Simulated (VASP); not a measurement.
Here is a VASP 6.6.1 calculation.

Contents of INCAR:

```
SYSTEM = InSb3
ALGO = Normal
EDIFF = 1E-6
ENCUT = 520
GGA = PE
ISIF = 2
ISMEAR = 0
LASPH = .True.
LCHARG = .False.
LREAL = .False.
LWAVE = .False.
NBANDS = 22
NELM = 60
PREC = Accurate
SIGMA = 0.15
```

KPOINTS

```
k-points
0
Gamma
  8 8 8
  0 0 0
```

POSCAR

```
InSb3
1.0
    4.8138627010      0.1684851945      0.1684851945
    0.1684851945      4.8138627010      0.1684851945
    0.1684851945      0.1684851945      4.8138627010
In Sb
1 3
Direct
    0.0000000000      0.0000000000      0.0000000000
    0.5000000000      0.0000000000      0.5000000000
    0.0000000000      0.5000000000      0.5000000000
    0.5000000000      0.5000000000      0.0000000000
```

Potentials or basis: VASP PAW PBE potentials, release 64 (In_d, Sb).

The run is started by

```console
$ cat potpaw_PBE.64/In_d/POTCAR potpaw_PBE.64/Sb/POTCAR > POTCAR
$ mpirun -np 1 vasp_std > vasp.out
```

(1) Estimate the pressure.

(2) What does it give for the band gap on the k mesh?

Answers

(1) 0.6 GPa.

(2) zero (band 14 reaches 10.72 eV, above the bottom of band 15 at 6.93 eV).

Caveat: spin-orbit coupling is left out, which moves the levels of the heavy elements.
